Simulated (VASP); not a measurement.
A run of VASP 6.6.1:

Contents of INCAR:

```
SYSTEM = PtS2
  PREC = Accurate
  ENCUT = 520
  EDIFF = 1E-7
  ISMEAR = 0
  SIGMA = 0.05
  LREAL = .FALSE.
  LASPH = .TRUE.
  NELM = 80
  ALGO = Normal
  ISIF = 2
  LWAVE = .FALSE.
  LCHARG = .TRUE.
  LDIPOL = .TRUE.
  IDIPOL = 3
  DIPOL = 0.5 0.5 0.392
  GGA = PE
  IVDW = 12
  LELF = .TRUE.
  LVHAR = .TRUE.
  LVACPOTAV = .TRUE.
  NBANDS = 31
```

File KPOINTS:

```
regular mesh
0
G
  9 9 1
  0 0 0
```

The input POSCAR:

```
PtS2
1.0
    3.5415269801      0.0000000000      0.0000000000
   -1.7707634901      3.0670523330      0.0000000000
    0.0000000000      0.0000000000     22.4670671688
S Pt
4 2
Direct
    0.6666666667      0.3333333333      0.2002931654
    0.3333333333      0.6666666667      0.3108342327
    0.6666666667      1.3333333333      0.4728491487
    1.0000000000      1.0000000000      0.5833902160
    0.0000000000      0.0000000000      0.2555636990
    1.3333333333      1.6666666667      0.5281196824
```

Potentials or basis: VASP PAW PBE potentials, release 64 (S, Pt).

Run with:

```sh
$ cat potpaw_PBE.64/S/POTCAR potpaw_PBE.64/Pt/POTCAR > POTCAR
$ mpirun -np 1 vasp_std > vasp.out
```

Hardware: 1 thread of Intel Xeon 8259CL (shared host).

Q: How long does it take, and how much memory?

A: Run time: 4.3 min on 1 thread of Intel Xeon 8259CL, with other jobs on the host, peak memory 0.39 GiB. Counts: scf iterations 21, k points 12.
